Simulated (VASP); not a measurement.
A run of VASP 6.6.1 is set up as follows.

INCAR

```
SYSTEM = AlN
ALGO = Normal
EDIFF = 1E-6
ENCUT = 600
GGA = PS
GGA_COMPAT = .FALSE.
ISIF = 2
ISMEAR = 0
LASPH = .TRUE.
LCHARG = .FALSE.
LREAL = .FALSE.
LWAVE = .FALSE.
NBANDS = 26
NELM = 120
PREC = Accurate
SIGMA = 0.01
```

Contents of KPOINTS:

```
k-points
0
G
  2 4 3
  0 0 0
```

File POSCAR:

```
AlN
1.0
    6.6242314790      0.0000000006      0.0000000000
   -1.6560578695      2.8683763703      0.0000000000
    0.0000000000      0.0000000000      4.1875630000
Al N
4 4
Direct
    0.1666666667      0.6666666667      0.7500000000
    0.3333333333      0.3333333333      0.2500000000
    0.6666666667      0.6666666667      0.7500000000
    0.8333333333      0.3333333333      0.2500000000
    0.1666666667      0.6666666667      0.2500000000
    0.3333333333      0.3333333333      0.7500000000
    0.6666666667      0.6666666667      0.2500000000
    0.8333333333      0.3333333333      0.7500000000
```

Potentials or basis: VASP PAW PBE potentials, release 64 (Al, N).

Launch:

```bash
$ cat potpaw_PBE.64/Al/POTCAR potpaw_PBE.64/N/POTCAR > POTCAR
$ mpirun -np 1 vasp_std > vasp.out
```

Problem. Predict the pressure.

Solution. -3.7 GPa.

Problem. What does it give for the band gap on the k mesh?

Solution. 3.18 eV.

Stress tensor (GPa, compression positive):
```
-3.31  0.00  0.00
 0.00 -3.31  0.00
 0.00  0.00 -4.45
```

Caveat: the k points lie up to 0.55 Å⁻¹ apart; the PAW data sets were made with another functional, which shifts forces and pressure a little.
